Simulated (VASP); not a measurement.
Input of a VASP 6.6.1 run:

File POSCAR:

```
GaN
1.0
    3.1509941548      0.0000000000      0.0000000000
   -1.5754970774      2.7288409852      0.0000000000
    0.0000000000      0.0000000000      5.1312617841
Ga N
2 2
Direct
    0.3333333333      0.6666666667     -0.0008868111
    0.6666666667      0.3333333333      0.4991131889
    0.3333333333      0.6666666667      0.3758868111
    0.6666666667      0.3333333333      0.8758868111
```

The input INCAR.step1:

```
SYSTEM = GaN
PREC     = Accurate       ! precision mode
ENCUT    = 520            ! plane-wave cutoff, eV
ISMEAR   = 0              ! smearing method
SIGMA    = 0.01           ! smearing width, eV
LREAL    = .False.        ! projectors in reciprocal space
LASPH    = .True.         ! aspherical terms in the spheres
NELM     = 100            ! most SCF steps
NBANDS   = 26             ! bands
GGA      = PE             ! functional
ALGO     = Normal         ! electronic algorithm
EDIFF    = 1E-4           ! SCF threshold, eV
LWAVE    = .True.         ! write WAVECAR
LCHARG   = .False.        ! write CHGCAR
```

The input INCAR.step2:

```
SYSTEM = GaN
PREC     = Accurate       ! precision mode
ENCUT    = 520            ! plane-wave cutoff, eV
EDIFF    = 1E-6           ! SCF threshold, eV
ISMEAR   = 0              ! smearing method
SIGMA    = 0.01           ! smearing width, eV
LREAL    = .False.        ! projectors in reciprocal space
LASPH    = .True.         ! aspherical terms in the spheres
NELM     = 100            ! most SCF steps
ALGO     = Normal         ! electronic algorithm
ISIF     = 2              ! what is computed and relaxed
LWAVE    = .False.        ! write WAVECAR
LCHARG   = .False.        ! write CHGCAR
METAGGA  = R2SCAN         ! meta-GGA
LMIXTAU  = .True.       
NBANDS   = 26             ! bands
ISTART   = 1
```

File KPOINTS:

```
regular mesh
0
Gamma
  9 9 4
  0 0 0
```

Potentials or basis: VASP PAW PBE potentials, release 64 (Ga_d, N).

The run is started by

```bash
$ cat potpaw_PBE.64/Ga_d/POTCAR potpaw_PBE.64/N/POTCAR > POTCAR
$ cp INCAR.step1 INCAR
$ mpirun -np 1 vasp_std > vasp.out
$ cp INCAR.step2 INCAR
$ mpirun -np 1 vasp_std > vasp.out
```

**Question.** Estimate the pressure.

**Answer.** 7.6 GPa.

**Question.** Predict the largest force.

**Answer.** 0.010 eV/Å.

Stress tensor (GPa, compression positive):
```
7.66 0.00 0.00
0.00 7.66 0.00
0.00 0.00 7.41
```

Caveat: the PAW data sets were made with another functional, which shifts forces and pressure a little.
